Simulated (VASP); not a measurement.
Input of a VASP 6.6.1 run:

File INCAR:

```
SYSTEM = Br
  PREC = Accurate
  ENCUT = 400
  EDIFF = 1E-6
  ISMEAR = 0
  SIGMA = 0.05
  LREAL = .False.
  LASPH = .True.
  NELM = 120
  ALGO = Normal
  ISIF = 2
  LWAVE = .False.
  LCHARG = .True.
  LDIPOL = .True.
  IDIPOL = 3
  DIPOL = 0.5 0.5 0.672
  GGA = PE
  LELF = .True.
  LVHAR = .True.
  LVACPOTAV = .True.
  NBANDS = 14
  GGA_COMPAT = .False.
  NELMDL = -8
```

File KPOINTS:

```
regular mesh
0
Gamma
  3 2 1
  0 0 0
```

POSCAR

```
Br
1.0
    6.1938710141      0.0000000000      0.0000000000
    0.0000000000      8.7594563917      0.0000000000
    0.0000000000      0.0000000000     24.1938710141
Br
2
Direct
    0.7492222503      0.3513519147      0.6720489267
    0.2491345131      0.3526136083      0.6718200516
```

Potentials or basis: VASP PAW PBE potentials, release 64 (Br).

Launch:

```console
$ cat potpaw_PBE.64/Br/POTCAR > POTCAR
$ mpirun -np 1 vasp_std > vasp.out
```

**Question.** Estimate the gap between the frontier levels.

**Answer.** 0.04 eV.

**Question.** Estimate the ionisation potential of the upper face.

**Answer.** 7.60 eV.

Forces on the atoms (eV/Å):
```
Br   0.003 -0.028  0.014
Br  -0.003  0.028 -0.014
```
